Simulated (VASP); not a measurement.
# Be4S (P1) in VASP: single point with PBE

Aim: the single point of Be4S with PBE.

Program: VASP 6.6.1. These are calculated values, not measurements. Logs are shortened: lines on timing, memory, paths and dates and some standing lists are left out, and cuts for length are marked.

## (1) The cell of the first run

The typed cell holds 10 atoms: a = 3.851 Å, b = 4.753 Å, c = 6.648 Å, α = 88.80°, β = 89.28°, γ = 81.01°.

## (2) Single point, PBE

INCAR reads:

```
SYSTEM = Be4S
  PREC = Accurate
  ENCUT = 520
  EDIFF = 1E-7
  ISMEAR = 0
  SIGMA = 0.1
  LREAL = .FALSE.
  LASPH = .TRUE.
  NELM = 60
  ALGO = Normal
  ISIF = 2
  LWAVE = .FALSE.
  LCHARG = .FALSE.
  GGA = PE
  NBANDS = 25
```

KPOINTS reads:

```
Automatic mesh
0
G
  4 4 4
  0 0 0
```

POSCAR reads:

```
Be4S
1.0
    3.8505485163      0.0000000000      0.0000000000
    0.7426218042      4.6946206408      0.0000000000
    0.0837798203      0.1274848892      6.6460263972
Be S
8 2
Direct
    0.0513229873      0.3752344253      0.6714391683
    0.0208458072      0.4284221780      0.3595439719
    0.3490472057      0.9491936712      0.7840425840
    0.7465798226      0.0882163006      0.2349322047
    0.2974619054      0.2340319185      0.0305118640
    0.6593754492      0.7499462303      0.5131278529
    0.0815702843      0.9993056395      0.4927457658
    0.8167661988      0.1104307525      0.8925166881
    0.5037225590      0.5127906764      0.7733847889
    0.4733077805      0.5524282076      0.2477551115
```

Potentials or basis: VASP PAW PBE potentials, release 64 (Be, S).

Started as:

```
$ cat potpaw_PBE.64/Be/POTCAR potpaw_PBE.64/S/POTCAR > POTCAR
$ mpirun -np 1 vasp_std > vasp.out
```

OUTCAR:

```text
SYSTEM = Be4S
   PREC = Accurate
   ENCUT = 520
   EDIFF = 1E-7
   ISMEAR = 0
   LREAL = .FALSE.
   LASPH = .TRUE.
   NELM = 60
   ISIF = 2
   GGA = PE

 ion  position               nearest neighbor table
   1  0.051  0.375  0.671-   9 2.08   2 2.09   7 2.15   8 2.19   9 2.21   3 2.28   6 2.38
   2  0.021  0.428  0.360-  10 2.05   1 2.09   6 2.16   7 2.19  10 2.23   4 2.24
   3  0.349  0.949  0.784-   9 2.07   5 2.13   8 2.19   7 2.20   8 2.20   1 2.28   6 2.29
   4  0.747  0.088  0.235-   7 2.15   5 2.23   2 2.24   8 2.29  10 2.29
   5  0.297  0.234  0.031-   3 2.13   8 2.19   4 2.23   8 2.24  10 2.30   9 2.35
   6  0.659  0.750  0.513-   7 2.16   2 2.16   9 2.17  10 2.20   3 2.29   7 2.36   1 2.38
   7  0.082  0.999  0.493-   4 2.15   1 2.15   6 2.16   2 2.19   3 2.20   6 2.36
   8  0.817  0.110  0.893-   5 2.19   3 2.19   1 2.19   3 2.20   9 2.23   5 2.24   4 2.29
   9  0.504  0.513  0.773-   3 2.07   1 2.08   6 2.17   1 2.21   8 2.23   5 2.35
  10  0.473  0.552  0.248-   2 2.05   6 2.20   2 2.23   4 2.29   5 2.30

  LATTYP: Found a triclinic cell.
 ALAT       =     8.7503047397
 B/A-ratio  =     0.7597194777
 C/A-ratio  =     0.9592849913
 COS(alpha) =     0.0002780093
 COS(beta)  =     0.5947064062
 COS(gamma) =     0.7655319449

  Lattice vectors:

 A1 = (   3.0241468918,  -4.8221055300,  -6.6460263972)
 A2 = (  -0.0837798203,  -0.1274848892,  -6.6460263972)
 A3 = (   6.9584752284,  -4.6946206408,   0.0000000000)

Analysis of symmetry for initial positions (statically):
=====================================================================
 Subroutine PRICEL returns:
 Original cell was already a primitive cell.

 Routine SETGRP: Setting up the symmetry group for a
 triclinic supercell.

 Subroutine GETGRP returns: Found  1 space group operations
 (whereof  1 operations were pure point group operations)
 out of a pool of  2 trial point group operations.

The static configuration has the point symmetry C_1 .

Analysis of symmetry for dynamics (positions and initial velocities):
=====================================================================
 Subroutine PRICEL returns:
 Original cell was already a primitive cell.

 Routine SETGRP: Setting up the symmetry group for a
 triclinic supercell.

 Subroutine GETGRP returns: Found  1 space group operations
 (whereof  1 operations were pure point group operations)
 out of a pool of  2 trial point group operations.

The dynamic configuration has the point symmetry C_1 .

 Subroutine INISYM returns: Found  1 space group operations
 (whereof  1 operations are pure point group operations),
 and found     1 'primitive' translations

----------------------------------------------------------------------------------------

                                     Primitive cell

  volume of cell :     120.1393

  direct lattice vectors                    reciprocal lattice vectors
     3.850548516  0.000000000  0.000000000     0.259703259 -0.041081339 -0.002485792
     0.742621804  4.694620641  0.000000000     0.000000000  0.213009757 -0.004085979
     0.083779820  0.127484889  6.646026397     0.000000000  0.000000000  0.150465848

  length of vectors
     3.850548516  4.752993804  6.647776946     0.262944174  0.213048942  0.150465848

  position of ions in fractional coordinates (direct lattice)
     0.051322987  0.375234425  0.671439168
     0.020845807  0.428422178  0.359543972
     0.349047206  0.949193671  0.784042584
     0.746579823  0.088216301  0.234932205
     0.297461905  0.234031919  0.030511864
     0.659375449  0.749946230  0.513127853
     0.081570284  0.999305640  0.492745766
     0.816766199  0.110430753  0.892516688
     0.503722559  0.512790676  0.773384789
     0.473307781  0.552428208  0.247755111

  ion indices of the primitive-cell ions
   primitive index   ion index
                 1           1
                 2           2
                 3           3
                 4           4
                 5           5
                 6           6
                 7           7
                 8           8
                 9           9
                10          10

----------------------------------------------------------------------------------------

 KPOINTS: Automatic mesh

Automatic generation of k-mesh.
 Grid dimensions read from file:
 generate k-points for:    4    4    4

 Generating k-lattice:

  Cartesian coordinates                     Fractional coordinates (reciprocal lattice)
     0.064925815 -0.010270335 -0.000621448     0.250000000  0.000000000  0.000000000
     0.000000000  0.053252439 -0.001021495     0.000000000  0.250000000  0.000000000
     0.000000000  0.000000000  0.037616462     0.000000000  0.000000000  0.250000000

  Length of vectors
     0.065736043  0.053262235  0.037616462

  Shift w.r.t. Gamma in fractional coordinates (k-lattice)
     0.000000000  0.000000000  0.000000000

 Subroutine IBZKPT returns following result:
 ===========================================

 Found     36 irreducible k-points:

 Following reciprocal coordinates:
            Coordinates               Weight
  0.000000  0.000000  0.000000      1.000000
  0.250000  0.000000  0.000000      2.000000
  0.500000  0.000000  0.000000      1.000000
  0.000000  0.250000  0.000000      2.000000
  0.250000  0.250000  0.000000      2.000000
  0.500000  0.250000  0.000000      2.000000
[... 16 lines left out ...]
  0.000000 -0.250000  0.250000      2.000000
  0.250000 -0.250000  0.250000      2.000000
 [... further k-points ...]
   k-points           NKPTS =     36   k-points in BZ     NKDIM =     36   number of bands    NBANDS=     25
   number of dos      NEDOS =    301   number of ions     NIONS =     10
   total plane-waves  NPLWV =  54000
   dimension x,y,z NGX =    30 NGY =   36 NGZ =   50
   dimension x,y,z NGXF=    60 NGYF=   72 NGZF=  100
   ions per type =               8   2
   NGX,Y,Z   is equivalent  to a cutoff of  12.95, 12.59, 12.50 a.u.
   NGXF,Y,Z  is equivalent  to a cutoff of  25.90, 25.18, 25.01 a.u.
 SYSTEM =  Be4S
   PREC   = accura    normal or accurate (medium, high low for compatibility)
   ISTART =      0    job   : 0-new  1-cont  2-samecut
   ICHARG =      2    charge: 1-file 2-atom 10-const
   ISPIN  =      1    spin polarized calculation?
   LNONCOLLINEAR =      F non collinear calculations
   LSORBIT =      F    spin-orbit coupling
   LASPH  =      T    aspherical Exc in radial PAW
   ENCUT  =  520.0 eV  38.22 Ry    6.18 a.u.   7.16  8.84 12.36*2*pi/ulx,y,z
   NELM   =     60;   NELMIN=  2; NELMDL= -5     # of ELM steps
   EDIFF  = 0.1E-06   stopping-criterion for ELM
   LREAL  =      F    real-space projection
   EDIFFG = 0.1E-05   stopping-criterion for IOM
   NSW    =      0    number of steps for IOM
   IBRION =     -1    ionic relax: 0-MD 1-quasi-New 2-CG
   NFREE  =      0    steps in history (QN), initial steepest desc. (CG)
   ISIF   =      2    stress and relaxation
   ISYM   =      2    0-nonsym 1-usesym 2-fastsym
   POTIM  = 0.5000    time-step for ionic-motion
   TEBEG  =    0.0;   TEEND  =   0.0 temperature during run
   PSTRESS=    0.0 pullay stress
   NELECT =      28.0000    total number of electrons
   NUPDOWN=      -1.0000    fix difference up-down
   EMIN   =  10.00;   EMAX   =-10.00  energy-range for DOS
   EFERMI =   0.00;   METHOD = LEGACY
   ISMEAR =     0;   SIGMA  =   0.10  broadening in eV -4-tet -1-fermi 0-gaus
   EFERMI_NEDOS =   21; number of points for ismear=-14 and -15
   IALGO  =     38    algorithm
   IMIX   =      4    mixing-type and parameters
     AMIX     =   0.40;   BMIX     =  1.00
     AMIX_MAG =   1.60;   BMIX_MAG =  1.00
  volume/ion in A,a.u.               =      12.01        81.07
  Fermi-wavevector in a.u.,A,eV,Ry     =   1.007471  1.903844 13.809877  1.014997
  Thomas-Fermi vector in A             =   2.140278
   LORBIT       =      0    0 simple, 1 ext, 2 COOP (PROOUT), +10 PAW based schemes
   GGA     = PE    functional components
   LHFCALC =     F    Hartree Fock is set to
   AEXX    =    0.0000 exact exchange contribution
   IVDW    =     0    specifies the selected vdW correction
   LEPSILON=     F    determine dielectric tensor
   LRPA    =     F    only Hartree local field effects (RPA)
 non-spin polarized calculation
 Gauss-broadening in eV      SIGMA  =   0.10
  energy-cutoff  :      520.00
  volume of cell :      120.14
 maximum number of plane-waves:      3262
 NGX is ok and might be reduce to    30
   NGX = 15   NGY = 17   NGZ = 25

 number of electron      28.0000001 magnetization

 Free energy of the ion-electron system (eV)
  ---------------------------------------------------
  ext. energy  EPLUGINS =         0.00000000
  ---------------------------------------------------
  free energy    TOTEN  =       -35.79015827 eV

  energy without entropy =      -35.78070715  energy(sigma->0) =      -35.78543271

 E-fermi :   5.0422     XC(G=0):  -9.6717

 val. band max:        4.9950069557   @ k =   0.2500   0.0000   0.0000
 cond. band min:       5.0530480837   @ k =   0.0000   0.5000   0.2500
 fundamental gap:      0.0580411280
 Fermi energy:         5.0422384001

 k-point     1 :       0.0000    0.0000    0.0000
  band No.  band energies     occupation
      1     -10.0522      2.00000
      2      -9.0293      2.00000
      3      -2.9854      2.00000
      4      -1.6677      2.00000
      5      -0.6039      2.00000
      6      -0.4530      2.00000
[... 17 lines left out ...]
     24      10.4505      0.00000
     25      11.3161      0.00000

 k-point     2 :       0.2500    0.0000    0.0000
  band No.  band energies     occupation
      1      -9.8863      2.00000
      2      -8.8827      2.00000
      3      -2.6751      2.00000
      4      -2.3259      2.00000
      5      -1.0854      2.00000
      6      -0.8100      2.00000
[... 17 lines left out ...]
     24      11.0382      0.00000
     25      11.5057      0.00000
[... 586 lines left out ...]
     24      10.4160      0.00000
     25      10.7091      0.00000

 k-point    24 :       0.2500   -0.2500    0.2500
  band No.  band energies     occupation
      1      -9.7700      2.00000
      2      -8.9530      2.00000
      3      -2.8519      2.00000
      4      -2.2018      2.00000
      5      -1.4418      2.00000
      6      -1.0448      2.00000
[... 17 lines left out ...]
     24      10.8039      0.00000
     25      11.2583      0.00000

 [... further k-points ...]

------------------------ aborting loop because EDIFF is reached ----------------------------------------

  FORCE on cell =-STRESS in cart. coord.  units (eV):
  Direction    XX          YY          ZZ          XY          YZ          ZX
  --------------------------------------------------------------------------------------
  -------------------------------------------------------------------------------------
  Total       -1.1172261     -0.0184575     -0.4224875      0.1086800     -0.3413913      0.1328634
  in kB      -14.8993219     -0.2461493     -5.6342911      1.4493555     -4.5527923      1.7718653
  external PRESSURE =      -6.9265874 kB  Pullay stress =       0.0000000 kB

 VOLUME and BASIS-vectors are now :
 -----------------------------------------------------------------------------
  energy-cutoff  :      520.00
  volume of cell :      120.14
      direct lattice vectors                 reciprocal lattice vectors
     3.850548516  0.000000000  0.000000000     0.259703259 -0.041081339 -0.002485792
     0.742621804  4.694620641  0.000000000     0.000000000  0.213009757 -0.004085979
     0.083779820  0.127484889  6.646026397     0.000000000  0.000000000  0.150465848

 POSITION                                       TOTAL-FORCE (eV/Angst)
 -----------------------------------------------------------------------------------
      0.53253      1.84718      4.46240        -0.059964      0.099316      0.224788
      0.42855      2.05712      2.38954        -0.243027     -0.184514     -0.288628
      2.11460      4.55606      5.21077        -0.042449     -0.039958     -0.222482
      2.95994      0.44409      1.56137         0.212231      0.350944     -0.100082
      1.32174      1.10258      0.20278        -0.206251     -0.242476      0.248625
      3.13887      3.58613      3.41026        -0.337153      0.071688      0.201898
      1.09748      4.75418      3.27480         0.010229     -0.081649      0.016118
      3.30178      0.63221      5.93169         0.095181      0.233734      0.229249
      2.38521      2.50595      5.13994         0.046071     -0.099266      0.024567
      2.25350      2.62503      1.64659         0.525131     -0.107818     -0.334054
 -----------------------------------------------------------------------------------
    total drift:                                0.000110      0.000034      0.000005

  FREE ENERGIE OF THE ION-ELECTRON SYSTEM (eV)
  ---------------------------------------------------
  free  energy   TOTEN  =       -35.7901582718 eV

  energy  without entropy=      -35.7807071513  energy(sigma->0) =      -35.78543271
```

Run time: 2.5 min. Hardware: 1 thread of Intel Xeon Platinum 8259CL at 2.50GHz (Skylake/Cascade Lake), shared host; peak memory 0.25 GiB.

Results:

| Quantity | Value |
| --- | --- |
| Free energy | -35.7902 eV |
| Pressure | -0.7 GPa |
| Largest force | 0.632 eV/Å |
| Band gap on the k mesh | zero (bands 14 and 15 overlap by 1.14 eV) |

Forces in eV/Å, atoms in the order of the input:
```
Be  -0.060  0.099  0.225
Be  -0.243 -0.185 -0.289
Be  -0.042 -0.040 -0.222
Be   0.212  0.351 -0.100
Be  -0.206 -0.242  0.249
Be  -0.337  0.072  0.202
Be   0.010 -0.082  0.016
Be   0.095  0.234  0.229
S    0.046 -0.099  0.025
S    0.525 -0.108 -0.334
```

Stress tensor (GPa, compression positive):
```
-1.49  0.14  0.18
 0.14 -0.02 -0.46
 0.18 -0.46 -0.56
```

Levels at points of the mesh, in eV from the Fermi level:
| k point | band 11 | band 12 | band 13 | band 14 | band 15 | band 16 | band 17 | band 18 |
| --- | --- | --- | --- | --- | --- | --- | --- | --- |
| (0.00, 0.00, 0.00) | -2.45 | -1.91 | -1.05 | -0.68 | 0.33 | 1.19 | 2.34 | 2.86 |
| (0.50, 0.00, 0.00) | -2.45 | -2.08 | -1.55 | -0.99 | -0.61 | 0.17 | 1.89 | 2.30 |
| (0.00, 0.50, 0.00) | -2.25 | -0.85 | -0.73 | 0.51 | 0.84 | 1.60 | 1.78 | 2.12 |
| (0.50, 0.50, 0.00) | -3.02 | -2.33 | -1.72 | -0.81 | 1.66 | 2.22 | 3.06 | 3.32 |
| (0.00, 0.00, 0.50) | -1.66 | -1.27 | -0.43 | -0.24 | 0.33 | 1.51 | 1.87 | 2.36 |
| (0.50, 0.00, 0.50) | -3.07 | -2.33 | -2.01 | -1.02 | -0.33 | 0.41 | 2.14 | 2.43 |
| (0.00, 0.50, 0.50) | -2.21 | -1.47 | -0.54 | -0.38 | 1.46 | 1.65 | 2.07 | 2.52 |
| (0.50, 0.50, 0.50) | -2.60 | -1.79 | -1.56 | -0.12 | 0.86 | 1.68 | 1.79 | 2.84 |

Caveat: the k points lie up to 0.41 Å⁻¹ apart, too coarse for converged energies and pressures of a metal.
